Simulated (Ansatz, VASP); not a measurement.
**One calculation of ScAl, two programs**

```
Sc Al
1.0
     1.64439   -5.51222    0.00000
     1.64439    5.51222    0.00000
     0.00000    0.00000    4.33521
Sc Al
2 2
Direct
  0.83735 0.16265 0.75000
  0.16265 0.83735 0.25000
  0.56940 0.43060 0.75000
  0.43060 0.56940 0.25000
```

Alike in both runs: task single point; functional PBEsol; k mesh 9 × 9 × 10; occupations fermi-dirac, width 0.05 eV; no spin polarisation.

```csv
,VASP,Ansatz
version,VASP 6.6.1,Ansatz 0.2.0
potentials or method,"VASP PAW PBE potentials, release 64 (Sc_sv, Al), cutoff 520 eV","all-electron LAPW, scalar-relativistic"
```

VASP gave:

* pressure (GPa): 0.1

Problem. What did Ansatz give for the same quantities?

Solution. Pressure (GPa): 0.0.

VASP's potentials were made for PBE, not for PBEsol. Ansatz ran all-electron here, and VASP with PAW potentials.
